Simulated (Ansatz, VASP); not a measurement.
**Yb: VASP beside Ansatz**

The input INCAR:

```
SYSTEM = Yb
ALGO = Normal ; EDIFF = 1E-6
ENCUT = 600 ; GGA = LIBXC
GGA_COMPAT = .False. ; ISIF = 2
ISMEAR = -1 ; LASPH = .True.
LCHARG = .False. ; LIBXC1 = GGA_X_PBE_R
LIBXC2 = LDA_C_PW ; LMAXMIX = 6
LREAL = .False. ; LWAVE = .False.
NBANDS = 31 ; NELM = 200
PREC = Accurate ; SIGMA = 0.2
```

KPOINTS

```
k-points
0
Gamma
  8 8 4
  0 0 0
```

File POSCAR:

```
Yb
1.0
    3.8799000000      0.0000000000      0.0000000000
   -1.9399500000      3.3600919600      0.0000000000
    0.0000000000      0.0000000000      6.3859000000
Yb
2
Direct
    0.3333333333      0.6666666667      0.2500000000
    0.6666666667      0.3333333333      0.7500000000
```

Input for Ansatz:

```yaml
crystal:
  lattice:
    - [3.8799, 0.0, 0.0]
    - [-1.93995, 3.36009196, 0.0]
    - [0.0, 0.0, 6.3859]
  atoms:
    - { symbol: Yb, position: [0.3333333333333333, 0.6666666666666666, 0.25] }
    - { symbol: Yb, position: [0.6666666666666666, 0.3333333333333333, 0.75] }
basis:
  ecutwfc: 500.0
kpoints:
  mp_grid:
    grid: [8, 8, 4]
hamiltonian:
  xc:
    exchange: revpbe
    correlation: lda
scf:
  max_iter: 200
  convergence:
    dr2_threshold: 1.0e-05
  mixing:
    algorithm: broyden
    beta: 0.4
    ndim: 12
  occupations:
    method: fermi_dirac
    width: 0.2
output:
  forces: true
  stress: true
```

Alike in both runs: task single point; functional revpbe exchange, lda correlation; k mesh 8 × 8 × 4; occupations fermi-dirac, width 0.2 eV; no spin polarisation.

|  | VASP | Ansatz |
| --- | --- | --- |
| version | VASP 6.6.1 | Ansatz 0.2.0 |
| potentials or method | VASP PAW PBE potentials, release 64 (Yb), cutoff 600 eV | plane waves, PAW |
| valence electrons in the cell | 48 | 48 |

Ansatz gave:

| Quantity | Value |
| --- | --- |
| pressure (GPa) | 0.3 |
| traceless stress, the component that is largest in VASP (GPa) | -0.22 |

Question: What did VASP give for the same quantities?

Answer: Pressure (GPa): 0.5; traceless stress, the component that is largest in VASP (GPa): -0.22.

VASP's potentials were made for PBE, not for revpbe exchange, lda correlation. Ansatz's warnings: force scf threshold loose, stress scf threshold loose.

Neither program's run includes spin-orbit coupling.
